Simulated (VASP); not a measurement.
# Sc3Ge: relaxation of cell and atoms with PBE

Crystal: Sc3Ge.

```
Sc Ge
1.0
     4.19740    0.00000    0.00000
     0.00000    4.19740    0.00000
     0.00000    0.00000    4.19740
Sc Ge
3 1
Cartesian
  0.0000 2.0987 2.0987
  2.0987 0.0000 2.0987
  2.0987 2.0987 0.0000
  0.0000 0.0000 0.0000
```

```json
{"Program": "VASP 6.6.1", "Task": "relaxation of cell and atoms", "Functional": "PBE", "Potentials or basis": "VASP PAW PBE potentials, release 64 (Sc_sv, Ge_d)", "Cutoff": "600 eV", "k mesh": "4 × 4 × 4", "Occupations": "gaussian, width 0.1 eV", "Spin": "no spin polarisation", "Dipole correction": "no", "Further INCAR settings": "ALGO = Normal; EDIFF = 1e-06; IBRION = 2; EDIFFG = -0.04; NSW = 90; ISIF = 3"}
```

- Relaxed volume: 20.66 Å³/atom
- Relaxed cell: a = 4.356 Å, b = 4.356 Å, c = 4.356 Å, α = 90.00°, β = 90.00°, γ = 90.00°
- Space group after relaxing (to 0.05 Å): Pm-3m (No. 221)
- Energy gained by relaxing: 58.3 meV/atom
- Ionic steps: 3
- Pressure after relaxing: 0.0 GPa

The path:
```csv
step,energy change (eV),largest force (eV/Å),pressure (GPa),volume (Å³)
1,0.0000,0.0000,9.39,73.95
2,-0.2036,0.0000,-2.56,86.16
3,-0.2331,0.0000,0.00,82.63
```

Final structure:
```yaml
crystal:
  lattice:
    - [4.35554, 0.00000, 0.00000]
    - [0.00000, 4.35554, 0.00000]
    - [0.00000, 0.00000, 4.35554]
  atoms:
    - { symbol: Sc, position: [0.00000, 0.50000, 0.50000] }
    - { symbol: Sc, position: [0.50000, 0.00000, 0.50000] }
    - { symbol: Sc, position: [0.50000, 0.50000, 0.00000] }
    - { symbol: Ge, position: [0.00000, 0.00000, 0.00000] }
```

Levels at points of the mesh, in eV from the Fermi level:
```csv
k point,band 21,band 22,band 23,band 24,band 25,band 26
"(0.00, 0.00, 0.00)",-1.23,-0.69,-0.69,-0.69,-0.59,-0.59
"(0.50, 0.00, 0.00)",-1.78,-1.66,-0.09,0.02,0.80,0.80
"(0.50, 0.50, 0.00)",-2.02,-1.53,0.07,0.25,0.25,1.03
"(0.50, 0.50, 0.50)",-2.29,-1.62,-1.62,-1.62,0.47,1.26
```

Wall time 48 s on 1 thread of Intel(R) Xeon(R) 6975P-C (Granite Rapids), on a shared host, peak memory 0.22 GiB.

Caveat: the k points lie up to 0.36 Å⁻¹ apart in the final cell.
